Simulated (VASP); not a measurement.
# KCdCO3F (P-6c2) in VASP: single point with PBE

Aim: the single point of KCdCO3F with PBE.

Program: VASP 6.6.1. These are calculated values, not measurements. Logs are shortened: lines on timing, memory, paths and dates and some standing lists are left out, and cuts for length are marked.

## Step 1: The cell of the first run

It takes space group P-6c2 (No. 188, hexagonal). Conventional cell: a = 5.135 Å, b = 5.135 Å, c = 8.846 Å, α = 90.00°, β = 90.00°, γ = 120.00°. Within 3.7 Å of K (site symmetry 32) lie 6 O at 2.81 Å and 3 F at 2.96 Å and 6 Cd at 3.70 Å and 6 C at 3.70 Å. Within 2.9 Å of Cd (site symmetry -6) lie 2 F at 2.21 Å and 6 O at 2.26 to 2.89 Å. C (site symmetry -6) has 3 O at 1.29 Å within 1.7 Å. Within 1.7 Å of O (site symmetry m) lie 1 C at 1.29 Å. Within 2.9 Å of F (site symmetry 32) lie 2 Cd at 2.21 Å.

## Step 2: Single point, PBE

Contents of INCAR:

```
SYSTEM = KCdCO3F
ALGO = Normal ; EDIFF = 1E-6
ENCUT = 520 ; GGA = PE
ISIF = 2 ; ISMEAR = -1
LASPH = .True. ; LCHARG = .False.
LREAL = .False. ; LWAVE = .False.
NBANDS = 63 ; NELM = 100
PREC = Accurate ; SIGMA = 0.02
```

Contents of KPOINTS:

```
k-points
0
Gamma
  5 5 3
  0 0 0
```

Contents of POSCAR:

```
KCdCO3F
1.0
    5.1349000000      0.0000000000      0.0000000000
   -2.5674500000      4.4469538459      0.0000000000
    0.0000000000      0.0000000000      8.8460000000
K Cd C O F
2 2 2 6 2
Direct
    0.6666666667      0.3333333333      0.5000000000
    0.6666666667      0.3333333333      0.0000000000
    0.0000000000      0.0000000000      0.2500000000
    0.0000000000      0.0000000000      0.7500000000
    0.3333333333      0.6666666667      0.2500000000
    0.3333333333      0.6666666667      0.7500000000
    0.4129067715      0.9487197200      0.2500000000
    0.5358129485      0.5870932285      0.2500000000
    0.0512802800      0.4641870515      0.2500000000
    0.0512802800      0.5870932285      0.7500000000
    0.4129067715      0.4641870515      0.7500000000
    0.5358129485      0.9487197200      0.7500000000
    0.0000000000      0.0000000000      0.5000000000
    0.0000000000      0.0000000000      0.0000000000
```

Potentials or basis: VASP PAW PBE potentials, release 64 (K_sv, Cd, C, O, F).

Started as:

```
cat potpaw_PBE.64/K_sv/POTCAR potpaw_PBE.64/Cd/POTCAR potpaw_PBE.64/C/POTCAR potpaw_PBE.64/O/POTCAR potpaw_PBE.64/F/POTCAR > POTCAR
mpirun -np 1 vasp_std > vasp.out
```

OUTCAR:

```text
SYSTEM = KCdCO3F
   EDIFF = 1E-6
   ENCUT = 520
   GGA = PE
   ISIF = 2
   ISMEAR = -1
   LASPH = .True.
   LREAL = .False.
   NELM = 100
   PREC = Accurate

 ion  position               nearest neighbor table
   1  0.667  0.333  0.500-   9 2.81  12 2.81  10 2.81   7 2.81  11 2.81   8 2.81   3 3.70   4 3.70
                             3 3.70   4 3.70   3 3.70   4 3.70
   2  0.667  0.333  0.000-   9 2.81  12 2.81  10 2.81   7 2.81  11 2.81   8 2.81   3 3.70   4 3.70
                             3 3.70   4 3.70   3 3.70   4 3.70
   3  0.000  0.000  0.250-  13 2.21  14 2.21   7 2.26   8 2.26   9 2.26   2 3.70   1 3.70   2 3.70
                             1 3.70   1 3.70   2 3.70
   4  0.000  0.000  0.750-  13 2.21  14 2.21  12 2.26  10 2.26  11 2.26   2 3.70   1 3.70   2 3.70
                             1 3.70   1 3.70   2 3.70
   5  0.333  0.667  0.250-   7 1.29   9 1.29   8 1.29
   6  0.333  0.667  0.750-  10 1.29  12 1.29  11 1.29
   7  0.413  0.949  0.250-   5 1.29   3 2.26   1 2.81   2 2.81
   8  0.536  0.587  0.250-   5 1.29   3 2.26   1 2.81   2 2.81
   9  0.051  0.464  0.250-   5 1.29   3 2.26   1 2.81   2 2.81
  10  0.051  0.587  0.750-   6 1.29   4 2.26   1 2.81   2 2.81
  11  0.413  0.464  0.750-   6 1.29   4 2.26   1 2.81   2 2.81
  12  0.536  0.949  0.750-   6 1.29   4 2.26   1 2.81   2 2.81
  13  0.000  0.000  0.500-   3 2.21   4 2.21
  14  0.000  0.000  0.000-   3 2.21   4 2.21

  LATTYP: Found a hexagonal cell.
 ALAT       =     5.1349000000
 C/A-ratio  =     1.7227209878

  Lattice vectors:

 A1 = (   5.1349000000,   0.0000000000,   0.0000000000)
 A2 = (  -2.5674500000,   4.4469538459,   0.0000000000)
 A3 = (   0.0000000000,   0.0000000000,   8.8460000000)

Analysis of symmetry for initial positions (statically):
=====================================================================
 Subroutine PRICEL returns:
 Original cell was already a primitive cell.

 Routine SETGRP: Setting up the symmetry group for a
 hexagonal supercell.

 Subroutine GETGRP returns: Found 12 space group operations
 (whereof  6 operations were pure point group operations)
 out of a pool of 24 trial point group operations.

The static configuration has the point symmetry D_3 .
 The point group associated with its full space group is D_3h.

Analysis of symmetry for dynamics (positions and initial velocities):
[... 132 lines left out ...]
   NELECT =     100.0000    total number of electrons
   NUPDOWN=      -1.0000    fix difference up-down
   EMIN   =  10.00;   EMAX   =-10.00  energy-range for DOS
   EFERMI =   0.00;   METHOD = LEGACY
   ISMEAR =    -1;   SIGMA  =   0.02  broadening in eV -4-tet -1-fermi 0-gaus
   EFERMI_NEDOS =   21; number of points for ismear=-14 and -15
   IALGO  =     38    algorithm
   IMIX   =      4    mixing-type and parameters
     AMIX     =   0.40;   BMIX     =  1.00
     AMIX_MAG =   1.60;   BMIX_MAG =  1.00
  volume/ion in A,a.u.               =      14.43        97.37
  Fermi-wavevector in a.u.,A,eV,Ry     =   1.295073  2.447333 22.819890  1.677215
  Thomas-Fermi vector in A             =   2.426616
   LORBIT       =      0    0 simple, 1 ext, 2 COOP (PROOUT), +10 PAW based schemes
   GGA     = PE    functional components
   LHFCALC =     F    Hartree Fock is set to
   AEXX    =    0.0000 exact exchange contribution
   IVDW    =     0    specifies the selected vdW correction
   LEPSILON=     F    determine dielectric tensor
   LRPA    =     F    only Hartree local field effects (RPA)
 non-spin polarized calculation
  energy-cutoff  :      520.00
  volume of cell :      202.00
 maximum number of plane-waves:      5475
 NGX is ok and might be reduce to    40
   NGX = 19   NGY = 19   NGZ = 33

 number of electron     100.0000030 magnetization

 Free energy of the ion-electron system (eV)
  ---------------------------------------------------
  ext. energy  EPLUGINS =         0.00000000
  ---------------------------------------------------
  free energy    TOTEN  =       -79.99391559 eV

  energy without entropy =      -79.99391559  energy(sigma->0) =      -79.99391559

 E-fermi :   0.2333     XC(G=0):  -9.2560

 val. band max:       -0.2600593545   @ k =   0.0000   0.0000   0.0000
 cond. band min:       2.8488888296   @ k =   0.0000   0.0000   0.0000
 fundamental gap:      3.1089481841
 Fermi energy:         0.2333463342

 k-point     1 :       0.0000    0.0000    0.0000
  band No.  band energies     occupation
      1     -27.8481      2.00000
      2     -27.8409      2.00000
      3     -21.9827      2.00000
      4     -21.9753      2.00000
      5     -21.4732      2.00000
      6     -21.4070      2.00000
[... 639 lines left out ...]
     61       8.9485      0.00000
     62       9.0507      0.00000
 [bands above 62 left out]

------------------------ aborting loop because EDIFF is reached ----------------------------------------

  FORCE on cell =-STRESS in cart. coord.  units (eV):
  Direction    XX          YY          ZZ          XY          YZ          ZX
  --------------------------------------------------------------------------------------
  -------------------------------------------------------------------------------------
  Total        4.8666153      4.8666153      4.8677309      0.0000000      0.0000000      0.0000000
  in kB       38.6007775     38.6007775     38.6096259      0.0000000      0.0000000      0.0000000
  external PRESSURE =      38.6037269 kB  Pullay stress =       0.0000000 kB

 VOLUME and BASIS-vectors are now :
 -----------------------------------------------------------------------------
  energy-cutoff  :      520.00
  volume of cell :      202.00
      direct lattice vectors                 reciprocal lattice vectors
     5.134900000  0.000000000  0.000000000     0.194745759  0.112436517  0.000000000
    -2.567450000  4.446953846  0.000000000     0.000000000  0.224873033  0.000000000
     0.000000000  0.000000000  8.846000000     0.000000000  0.000000000  0.113045444

 POSITION                                       TOTAL-FORCE (eV/Angst)
 -----------------------------------------------------------------------------------
      2.56745      1.48232      4.42300         0.000000     -0.000000      0.000000
      2.56745      1.48232      0.00000         0.000000     -0.000000      0.000000
      0.00000      0.00000      2.21150         0.000000      0.000000     -0.000000
      0.00000      0.00000      6.63450         0.000000      0.000000     -0.000000
     -0.00000      2.96464      2.21150         0.000000      0.000000     -0.000000
     -0.00000      2.96464      6.63450         0.000000      0.000000     -0.000000
     -0.31556      4.21891      2.21150        -0.023060      0.235823      0.000000
      1.24401      2.61078      2.21150         0.215759     -0.097941      0.000000
     -0.92846      2.06422      2.21150        -0.192699     -0.137882      0.000000
     -1.24401      2.61078      6.63450        -0.215759     -0.097941      0.000000
      0.92846      2.06422      6.63450         0.192699     -0.137882      0.000000
      0.31556      4.21891      6.63450         0.023060      0.235823      0.000000
      0.00000      0.00000      4.42300         0.000000     -0.000000      0.000000
      0.00000      0.00000      0.00000         0.000000     -0.000000      0.000000
 -----------------------------------------------------------------------------------
    total drift:                               -0.000001      0.000000      0.000000

  FREE ENERGIE OF THE ION-ELECTRON SYSTEM (eV)
  ---------------------------------------------------
  free  energy   TOTEN  =       -79.9939155874 eV

  energy  without entropy=      -79.9939155874  energy(sigma->0) =      -79.99391559
```

Run time: 2.8 min. Hardware: 1 thread of Intel Xeon Platinum 8488C (Sapphire Rapids), shared host; peak memory 0.4 GiB.

Results:

| Item | Value |
| --- | --- |
| Free energy | -79.9939 eV |
| Pressure | 3.9 GPa |
| Largest force | 0.237 eV/Å |
| Band gap on the k mesh | 3.11 eV, direct |

Forces on the atoms (eV/Å):
```
K    0.000  0.000  0.000
K    0.000  0.000  0.000
Cd   0.000  0.000  0.000
Cd   0.000  0.000  0.000
C    0.000  0.000  0.000
C    0.000  0.000  0.000
O   -0.023  0.236  0.000
O    0.216 -0.098  0.000
O   -0.193 -0.138  0.000
O   -0.216 -0.098  0.000
O    0.193 -0.138  0.000
O    0.023  0.236  0.000
F    0.000  0.000  0.000
F    0.000  0.000  0.000
```
